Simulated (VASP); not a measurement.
A run of VASP 6.6.1 is set up as follows.

The input INCAR:

```
SYSTEM = Zn2SnGeP4
PREC = Accurate
ENCUT = 520
EDIFF = 1E-6
ISMEAR = -1
SIGMA = 0.05
LREAL = Auto
LASPH = .True.
NELM = 60
ALGO = Normal
ISIF = 2
LWAVE = .False.
LCHARG = .False.
GGA = PS
NELECT = 287.0
ISYM = 0
NBANDS = 166
```

The input KPOINTS:

```
Automatic mesh
0
Gamma
  1 1 1
  0.25 0.25 0.25
```

POSCAR

```
Zn2SnGeP4
1.0
   11.0223120000     -0.0001540000     -0.0000390000
   -0.0000770000      5.5111560000     -0.0000200000
   -0.0000390000     -0.0000390000     10.9603980000
Zn Sn Ge P
8 4 4 16
Direct
    0.0066040000      0.0035290000      0.0018680000
    0.4944670000      0.9770400000      0.9864180000
    0.9963450000      0.5057910000      0.2591330000
    0.5007000000      0.5300650000      0.2421660000
    0.2425150000      0.0051870000      0.7627840000
    0.7525230000      0.9712800000      0.7546200000
    0.2484750000      0.4861780000      0.4911690000
    0.7506590000      0.4921490000      0.4979300000
    0.0039020000      0.0105030000      0.5012760000
    0.7629950000      0.5039500000      0.0058460000
    0.9936570000      0.4888280000      0.7433160000
    0.4948330000      0.5149760000      0.7467050000
    0.5014220000      0.9959470000      0.4984880000
    0.2474420000      0.9946710000      0.2544280000
    0.7449150000      0.9913700000      0.2521180000
    0.2358240000      0.5032390000      0.0040870000
    0.1125600000      0.2498880000      0.1264210000
    0.6301660000      0.2544800000      0.1200170000
    0.1291400000      0.2511320000      0.6248520000
    0.6251190000      0.2542210000      0.6250120000
    0.3853860000      0.7411620000      0.1227390000
    0.8806640000      0.7524320000      0.1193640000
    0.3692730000      0.2526340000      0.3567780000
    0.8830580000      0.2636810000      0.3713780000
    0.1320410000      0.7545460000      0.3676060000
    0.6277790000      0.7348320000      0.3700230000
    0.1239310000      0.7501620000      0.8881910000
    0.6208740000      0.7810630000      0.8766060000
    0.3759740000      0.7507890000      0.6205450000
    0.8674970000      0.7418660000      0.6234730000
    0.3789740000      0.2188340000      0.8767590000
    0.8752870000      0.2409920000      0.8749220000
```

Potentials or basis: VASP PAW PBE potentials, release 64 (Zn, Sn_d, Ge_d, P).

The run is started by

```sh
$ cat potpaw_PBE.64/Zn/POTCAR potpaw_PBE.64/Sn_d/POTCAR potpaw_PBE.64/Ge_d/POTCAR potpaw_PBE.64/P/POTCAR > POTCAR
$ mpirun -np 1 vasp_std > vasp.out
```

Question: What does it give for the largest force?

Answer: 3.656 eV/Å.

Forces on the atoms (eV/Å):
```
Zn  -0.683  0.096 -0.047
Zn  -0.191  0.931  1.933
Zn   0.600  0.626 -0.996
Zn   0.507 -1.610  0.522
Zn   0.155 -0.375 -0.565
Zn  -0.027  1.142 -0.374
Zn   0.355  0.336  0.153
Zn  -0.153 -0.198 -0.081
Sn  -0.556 -1.224 -0.296
Sn  -1.894 -0.224 -1.732
Sn   0.849  0.818  1.184
Sn   0.681 -1.249  1.487
Ge  -0.134  0.590 -0.384
Ge   0.499  0.404 -1.924
Ge   0.865  0.850 -0.607
Ge   1.798 -1.145  0.650
P    1.055  0.208  0.637
P   -1.450 -1.448  1.175
P    2.104  0.087  0.374
P    0.783 -1.244 -0.862
P   -2.310  0.858 -0.795
P    1.518  2.145  2.542
P    1.241  0.065  1.184
P   -2.101 -0.479 -0.334
P   -0.408 -1.248  0.483
P   -0.141  0.497  0.736
P   -0.147  0.210 -1.350
P    1.374 -1.492 -0.291
P   -2.029  1.371 -1.510
P   -0.694  0.753 -0.819
P   -1.446  1.792  0.151
P   -0.023 -1.845 -0.245
```

Caveat: the k points lie up to 0.57 Å⁻¹ apart, too coarse for converged energies and pressures of a metal; the cell carries a net charge on a neutralising background, which shifts energy and pressure; the PAW data sets were made with another functional, which shifts forces and pressure a little.
